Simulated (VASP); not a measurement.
# Ga (Pm-3m) in VASP: notebook

Ga is run at these levels: PBEsol; tasks: single point.

Everything below comes from runs of VASP 6.6.1. Logs are shortened: lines on timing, memory, paths and dates and some standing lists are left out, and cuts for length are marked.

### Step 1. The cell of the first run

Symmetry: Pm-3m, No. 221, cubic system. Conventional cell: a = 2.008 Å, b = 2.008 Å, c = 2.008 Å, α = 90.00°, β = 90.00°, γ = 90.00°. Ga (site symmetry m-3m) has 6 Ga at 2.01 Å within 2.7 Å.

### Step 2. Single point, PBEsol (volume scaled by 0.43)

INCAR reads:

```
SYSTEM = Ga
ALGO = Normal
EDIFF = 1E-6
ENCUT = 520
GGA = PS
ISIF = 2
ISMEAR = -1
LASPH = .True.
LCHARG = .False.
LREAL = .False.
LWAVE = .False.
NBANDS = 12
NELM = 100
PREC = Accurate
SIGMA = 0.1
```

KPOINTS reads:

```
k-points
0
Gamma
  15 15 15
  0 0 0
```

POSCAR reads:

```
Ga
1.0
    2.0081548312      0.0000000000      0.0000000000
    0.0000000000      2.0081548312      0.0000000000
    0.0000000000      0.0000000000      2.0081548312
Ga
1
Direct
    0.0000000000      0.0000000000      0.0000000000
```

Potentials or basis: VASP PAW PBE potentials, release 64 (Ga_d).

Command:

```console
$ cat potpaw_PBE.64/Ga_d/POTCAR > POTCAR
$ mpirun -np 1 vasp_std > vasp.out
```

OUTCAR:

```text
SYSTEM = Ga
   EDIFF = 1E-6
   ENCUT = 520
   GGA = PS
   ISIF = 2
   ISMEAR = -1
   LASPH = .True.
   LREAL = .False.
   NELM = 100
   PREC = Accurate

 ion  position               nearest neighbor table
   1  0.000  0.000  0.000-

  LATTYP: Found a simple cubic cell.
 ALAT       =     2.0081548312

  Lattice vectors:

 A1 = (   2.0081548312,   0.0000000000,   0.0000000000)
 A2 = (   0.0000000000,   2.0081548312,   0.0000000000)
 A3 = (   0.0000000000,   0.0000000000,   2.0081548312)

Analysis of symmetry for initial positions (statically):
=====================================================================
 Subroutine PRICEL returns:
 Original cell was already a primitive cell.

 Routine SETGRP: Setting up the symmetry group for a
 simple cubic supercell.

 Subroutine GETGRP returns: Found 48 space group operations
 (whereof 48 operations were pure point group operations)
 out of a pool of 48 trial point group operations.

The static configuration has the point symmetry O_h .

Analysis of symmetry for dynamics (positions and initial velocities):
=====================================================================
 Subroutine PRICEL returns:
 Original cell was already a primitive cell.

 Routine SETGRP: Setting up the symmetry group for a
 simple cubic supercell.

 Subroutine GETGRP returns: Found 48 space group operations
 (whereof 48 operations were pure point group operations)
 out of a pool of 48 trial point group operations.

The dynamic configuration has the point symmetry O_h .

 Subroutine INISYM returns: Found 48 space group operations
 (whereof 48 operations are pure point group operations),
 and found     1 'primitive' translations

----------------------------------------------------------------------------------------

                                     Primitive cell

  volume of cell :       8.0983

  direct lattice vectors                    reciprocal lattice vectors
     2.008154831  0.000000000  0.000000000     0.497969571  0.000000000  0.000000000
     0.000000000  2.008154831  0.000000000     0.000000000  0.497969571  0.000000000
     0.000000000  0.000000000  2.008154831     0.000000000  0.000000000  0.497969571

  length of vectors
     2.008154831  2.008154831  2.008154831     0.497969571  0.497969571  0.497969571

  position of ions in fractional coordinates (direct lattice)
     0.000000000  0.000000000  0.000000000

  ion indices of the primitive-cell ions
   primitive index   ion index
                 1           1

----------------------------------------------------------------------------------------

 KPOINTS: k-points

Automatic generation of k-mesh.
 Grid dimensions read from file:
 generate k-points for:   15   15   15

 Generating k-lattice:

  Cartesian coordinates                     Fractional coordinates (reciprocal lattice)
     0.033197971  0.000000000  0.000000000     0.066666667  0.000000000  0.000000000
     0.000000000  0.033197971  0.000000000     0.000000000  0.066666667  0.000000000
     0.000000000  0.000000000  0.033197971     0.000000000  0.000000000  0.066666667

  Length of vectors
     0.033197971  0.033197971  0.033197971

  Shift w.r.t. Gamma in fractional coordinates (k-lattice)
     0.000000000  0.000000000  0.000000000

 Subroutine IBZKPT returns following result:
 ===========================================

 Found    120 irreducible k-points:

 Following reciprocal coordinates:
            Coordinates               Weight
  0.000000  0.000000  0.000000      1.000000
  0.066667  0.000000  0.000000      6.000000
  0.133333  0.000000  0.000000      6.000000
  0.200000  0.000000  0.000000      6.000000
  0.266667  0.000000  0.000000      6.000000
  0.333333  0.000000  0.000000      6.000000
[... 16 lines left out ...]
  0.266667  0.200000  0.000000     24.000000
  0.333333  0.200000  0.000000     24.000000
 [... further k-points ...]
   k-points           NKPTS =    120   k-points in BZ     NKDIM =    120   number of bands    NBANDS=     12
   number of dos      NEDOS =    301   number of ions     NIONS =      1
   total plane-waves  NPLWV =   4096
   dimension x,y,z NGX =    16 NGY =   16 NGZ =   16
   dimension x,y,z NGXF=    32 NGYF=   32 NGZF=   32
   ions per type =               1
   NGX,Y,Z   is equivalent  to a cutoff of  13.25, 13.25, 13.25 a.u.
   NGXF,Y,Z  is equivalent  to a cutoff of  26.49, 26.49, 26.49 a.u.
 SYSTEM =  Ga
   PREC   = accura    normal or accurate (medium, high low for compatibility)
   ISTART =      0    job   : 0-new  1-cont  2-samecut
   ICHARG =      2    charge: 1-file 2-atom 10-const
   ISPIN  =      1    spin polarized calculation?
   LNONCOLLINEAR =      F non collinear calculations
   LSORBIT =      F    spin-orbit coupling
   LASPH  =      T    aspherical Exc in radial PAW
   ENCUT  =  520.0 eV  38.22 Ry    6.18 a.u.   3.73  3.73  3.73*2*pi/ulx,y,z
   NELM   =    100;   NELMIN=  2; NELMDL= -5     # of ELM steps
   EDIFF  = 0.1E-05   stopping-criterion for ELM
   LREAL  =      F    real-space projection
   EDIFFG = 0.1E-04   stopping-criterion for IOM
   NSW    =      0    number of steps for IOM
   IBRION =     -1    ionic relax: 0-MD 1-quasi-New 2-CG
   NFREE  =      0    steps in history (QN), initial steepest desc. (CG)
   ISIF   =      2    stress and relaxation
   ISYM   =      2    0-nonsym 1-usesym 2-fastsym
   POTIM  = 0.5000    time-step for ionic-motion
   TEBEG  =    0.0;   TEEND  =   0.0 temperature during run
   PSTRESS=    0.0 pullay stress
   NELECT =      13.0000    total number of electrons
   NUPDOWN=      -1.0000    fix difference up-down
   EMIN   =  10.00;   EMAX   =-10.00  energy-range for DOS
   EFERMI =   0.00;   METHOD = LEGACY
   ISMEAR =    -1;   SIGMA  =   0.10  broadening in eV -4-tet -1-fermi 0-gaus
   EFERMI_NEDOS =   21; number of points for ismear=-14 and -15
   IALGO  =     38    algorithm
   IMIX   =      4    mixing-type and parameters
     AMIX     =   0.40;   BMIX     =  1.00
     AMIX_MAG =   1.60;   BMIX_MAG =  1.00
  volume/ion in A,a.u.               =       8.10        54.65
  Fermi-wavevector in a.u.,A,eV,Ry     =   1.916867  3.622354 49.992987  3.674381
  Thomas-Fermi vector in A             =   2.952228
   LORBIT       =      0    0 simple, 1 ext, 2 COOP (PROOUT), +10 PAW based schemes
   GGA     = PS    functional components
   LHFCALC =     F    Hartree Fock is set to
   AEXX    =    0.0000 exact exchange contribution
   IVDW    =     0    specifies the selected vdW correction
   LEPSILON=     F    determine dielectric tensor
   LRPA    =     F    only Hartree local field effects (RPA)
 non-spin polarized calculation
  energy-cutoff  :      520.00
  volume of cell :        8.10
 maximum number of plane-waves:       228
 NGX is ok and might be reduce to    16
   NGX =  7   NGY =  7   NGZ =  7

 number of electron      13.0000012 magnetization

 Free energy of the ion-electron system (eV)
  ---------------------------------------------------
  ext. energy  EPLUGINS =         0.00000000
  ---------------------------------------------------
  free energy    TOTEN  =         2.27473239 eV

  energy without entropy =        2.28118605  energy(sigma->0) =        2.27795922

 E-fermi :  17.0989     XC(G=0): -16.1894

 val. band max:       17.0865387375   @ k =   0.3333   0.2000   0.0000
 cond. band min:      17.2554137114   @ k =   0.3333   0.2000   0.0667
 fundamental gap:      0.1688749739
 Fermi energy:        17.0988615120

 k-point     1 :       0.0000    0.0000    0.0000
  band No.  band energies     occupation
      1      -3.0091      2.00000
      2      -2.4156      2.00000
      3      -2.4156      2.00000
      4       0.9981      2.00000
      5       0.9981      2.00000
      6       0.9981      2.00000
      7      33.4057      0.00000
      8      33.4057      0.00000
      9      33.4057      0.00000
     10      37.7427      0.00000
     11      37.7427      0.00000
     12      45.1852      0.00000

 k-point     2 :       0.0667    0.0000    0.0000
  band No.  band energies     occupation
      1      -2.8423      2.00000
      2      -2.3996      2.00000
      3      -2.3309      2.00000
      4       0.9515      2.00000
      5       0.9515      2.00000
      6       1.0019      2.00000
      7      30.8137      0.00000
      8      33.6310      0.00000
      9      33.6310      0.00000
     10      37.8073      0.00000
     11      39.7792      0.00000
     12      46.0740      0.00000

 k-point     3 :       0.1333    0.0000    0.0000
  band No.  band energies     occupation
      1      -2.4865      2.00000
      2      -2.3541      2.00000
      3      -1.9434      2.00000
      4       0.8212      2.00000
      5       0.8212      2.00000
      6       1.0128      2.00000
      7      26.8795      0.00000
      8      34.2981      0.00000
      9      34.2981      0.00000
     10      38.0017      0.00000
     11      41.5746      0.00000
     12      49.1956      0.00000
[... 286 lines left out ...]
 k-point    23 :       0.2667    0.2000    0.0000
  band No.  band energies     occupation
      1      -1.9511      2.00000
      2      -1.0527      2.00000
      3      -0.6736      2.00000
      4       0.4668      2.00000
      5       0.7067      2.00000
      6       2.1863      2.00000
      7      20.3901      0.00000
      8      26.2637      0.00000
      9      38.8032      0.00000
     10      41.5120      0.00000
     11      42.5021      0.00000
     12      53.8380      0.00000

 k-point    24 :       0.3333    0.2000    0.0000
  band No.  band energies     occupation
      1      -1.8489      2.00000
      2      -0.9509      2.00000
      3      -0.6446      2.00000
      4       0.2778      2.00000
      5       0.7288      2.00000
      6       3.7686      2.00000
      7      17.0865      1.06154
      8      27.5853      0.00000
      9      39.3165      0.00000
     10      40.5998      0.00000
     11      42.1147      0.00000
     12      52.6229      0.00000

 [... further k-points ...]
[... 5 lines left out ...]
  --------------------------------------------------------------------------------------
  -------------------------------------------------------------------------------------
  Total       18.7888590     18.7888590     18.7888590      0.0000000      0.0000000     -0.0000000
  in kB     3717.2297766   3717.2297766   3717.2297766      0.0000000      0.0000000     -0.0000000
  external PRESSURE =    3717.2297766 kB  Pullay stress =       0.0000000 kB

 VOLUME and BASIS-vectors are now :
 -----------------------------------------------------------------------------
  energy-cutoff  :      520.00
  volume of cell :        8.10
      direct lattice vectors                 reciprocal lattice vectors
     2.008154831  0.000000000  0.000000000     0.497969571  0.000000000  0.000000000
     0.000000000  2.008154831  0.000000000     0.000000000  0.497969571  0.000000000
     0.000000000  0.000000000  2.008154831     0.000000000  0.000000000  0.497969571

 POSITION                                       TOTAL-FORCE (eV/Angst)
 -----------------------------------------------------------------------------------
      0.00000      0.00000      0.00000         0.000000      0.000000      0.000000
 -----------------------------------------------------------------------------------
    total drift:                               -0.000000     -0.000000      0.000000

  FREE ENERGIE OF THE ION-ELECTRON SYSTEM (eV)
  ---------------------------------------------------
  free  energy   TOTEN  =         2.2747323929 eV

  energy  without entropy=        2.2811860479  energy(sigma->0) =        2.27795922
```

Run time: 2.9 s. Hardware: 1 thread of Intel Xeon 6975P-C (Granite Rapids), shared host; peak memory 0.12 GiB.

What came out:

- Free energy: 2.2747 eV
- Pressure: 371.7 GPa

Levels at points of the mesh, in eV from the Fermi level:
```
           k point  band 3  band 4  band 5  band 6  band 7  band 8  band 9  band 10
(0.00, 0.00, 0.00)  -19.51  -16.10  -16.10  -16.10   16.31   16.31   16.31    20.64
```

Caveat: the PAW data sets were made with another functional, which shifts forces and pressure a little.

### Step 3. Single point, PBEsol (volume scaled by 0.43)

INCAR reads:

```
PREC = Accurate ; ENCUT = 520
EDIFF = 1E-7 ; ISMEAR = -1
SIGMA = 0.1 ; LREAL = F
LASPH = T ; NELM = 80
ALGO = Normal ; ISIF = 2
LWAVE = F ; LCHARG = F
GGA = PS ; NBANDS = 12
```

KPOINTS reads:

```
Automatic mesh
0
Gamma
  15 15 15
```

POSCAR is that of step 2.

Potentials or basis: VASP PAW PBE potentials, release 64 (Ga_d).

Command:

```console
$ cat potpaw_PBE.64/Ga_d/POTCAR > POTCAR
$ mpirun -np 1 vasp_std > vasp.out
```

Wall time 3.2 s (1 thread of Intel Xeon 6975P-C (Granite Rapids), shared host); peak memory 0.12 GiB.

It converged, with:

```
Free energy : 2.2747 eV
Pressure    : 371.8 GPa
```

Levels at points of the mesh, in eV from the Fermi level:
| k point | band 4 | band 5 | band 6 | band 7 | band 8 | band 9 |
| --- | --- | --- | --- | --- | --- | --- |
| (0.00, 0.00, 0.00) | -16.10 | -16.10 | -16.10 | 16.31 | 16.31 | 16.31 |

Caveat: the PAW data sets were made with another functional, which shifts forces and pressure a little.

### Step 4. Single point, PBEsol (volume scaled by 0.5)

INCAR reads:

```
PREC = Accurate
ENCUT = 520
EDIFF = 1E-6
ISMEAR = -1
SIGMA = 0.1
LREAL = F
LASPH = T
NELM = 100
ALGO = Normal
ISIF = 2
LWAVE = F
LCHARG = F
GGA = PS
NBANDS = 12
```

KPOINTS is that of step 3.

POSCAR reads:

```
Ga
1.0
    2.1116942822      0.0000000000      0.0000000000
    0.0000000000      2.1116942822      0.0000000000
    0.0000000000      0.0000000000      2.1116942822
Ga
1
Direct
    0.0000000000      0.0000000000      0.0000000000
```

Command:

```console
$ cat potpaw_PBE.64/Ga_d/POTCAR > POTCAR
$ mpirun -np 1 vasp_std > vasp.out
```

It took 3 s on 1 thread of Intel Xeon 6975P-C (Granite Rapids), shared host; peak memory 0.12 GiB.

Results (log left out):

```
Free energy : -0.0563 eV
Pressure    : 212.2 GPa
```

Levels at points of the mesh, in eV from the Fermi level:
```csv
k point,band 2,band 3,band 4,band 5,band 6,band 7,band 8,band 9,band 10,band 11
"(0.00, 0.00, 0.00)",-18.08,-17.89,-15.50,-15.50,-15.50,15.03,15.03,15.03,18.70,18.70
```

Caveat: the PAW data sets were made with another functional, which shifts forces and pressure a little.
